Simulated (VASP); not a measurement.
# Ga3Se: single point with PBEsol+D3(BJ)

Ga3Se:

```
CELL_PARAMETERS angstrom
4.22492 0.11090 0.00000
0.11090 4.22492 0.00000
0.00000 0.00000 4.22492
ATOMIC_POSITIONS crystal
Ga 0.00000 0.50000 0.50000
Ga 0.50000 0.00000 0.50000
Ga 0.50000 0.50000 0.00000
Se 0.00000 0.00000 0.00000
```

This cell differs from its parent crystal: strain +0.0525 x Voigt [0, 0, 0, 0, 0, 1].

```json
{
  "Program": "VASP 6.6.1",
  "Task": "single point",
  "Functional": "PBEsol",
  "Dispersion": "D3(BJ)",
  "Potentials or basis": "VASP PAW PBE potentials, release 64 (Ga_d, Se)",
  "Cutoff": "520 eV",
  "k mesh": "12 × 12 × 12",
  "Occupations": "gaussian, width 0.15 eV",
  "Spin": "no spin polarisation",
  "Dipole correction": "no",
  "Further INCAR settings": "ALGO = Normal; EDIFF = 1e-07; NBANDS = 30"
}
```

| Item | Value |
| --- | --- |
| Pressure | 0.3 GPa |
| Dispersion energy per atom | -0.324 eV |

Stress tensor (GPa, compression positive):
```
 0.36 -0.53  0.00
-0.53  0.36  0.00
 0.00  0.00  0.05
```

Levels at points of the mesh, in eV from the Fermi level:
```
           k point  band 21  band 22  band 23  band 24  band 25  band 26
(0.00, 0.00, 0.00)    -2.70    -2.67     1.31     1.77     2.18     4.36
(0.50, 0.00, 0.00)    -1.59    -1.19    -0.58    -0.56     0.84     4.50
(0.50, 0.50, 0.00)    -1.01    -0.57    -0.36     1.29     1.69     1.72
(0.00, 0.00, 0.50)    -1.66    -1.20    -0.76    -0.37     0.83     4.02
(0.50, 0.00, 0.50)    -1.02    -0.53    -0.39     1.18     1.55     2.00
(0.50, 0.50, 0.50)    -5.26    -4.95    -4.12     4.31     4.59     4.91
```

It took 11 min on 1 thread of Oxide Virtual Turin-like Processor, with other jobs on the host, peak memory 0.58 GiB.

Caveat: the cell differs from its parent crystal (strain +0.0525 x Voigt [0, 0, 0, 0, 0, 1]); the PAW data sets were made with another functional, which shifts forces and pressure a little; pairwise dispersion overbinds metals, which lowers pressure and volume.
